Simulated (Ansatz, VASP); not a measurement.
## Fe: VASP beside Ansatz

```xyz
1
Lattice="0.0000 1.9352 1.9585 1.4934 0.0000 1.9585 1.4934 1.9352 0.0000" Properties=species:S:1:pos:R:3 pbc="T T T"
Fe    0.0000    0.0000    0.0000
```

Change from the starting cell: volume scaled by 0.99, crystal datasets.

Alike in both runs: task electric field gradients; functional LDA; k mesh 16 × 16 × 16; occupations fermi-dirac, width 0.05 eV; collinear spin.

```csv
,VASP,Ansatz
version,VASP 6.6.1,Ansatz 0.2.0
potentials or method,"VASP PAW LDA potentials, release 64 (Fe), cutoff 520 eV","all-electron PAW with datasets made for the crystal, scalar-relativistic"
```

|  | VASP | Ansatz | Ansatz less VASP |
| --- | --- | --- | --- |
| pressure (GPa) | -17.4 | -16.5 | +0.84 |
| traceless stress, the component that is largest in VASP (GPa) | -5.86 | -5.73 | +0.132 |
| net moment per atom (μB) | 2.11 | 2.15 | +0.040 |
| size of the moment on the site where the two differ most (μB) | 2.09 | 2.16 | +0.076 |
| size of Vzz on the site where it differs most (V/Å²) | 8.8 | 9.2 | +0.37 |

LDA's correlation is that of Perdew and Zunger in VASP and of Perdew and Wang (1992) in Ansatz. Site moments also hang on the region over which each program counts them. Ansatz ran all-electron here, and VASP with PAW potentials. Ansatz's warnings: printed levels off.
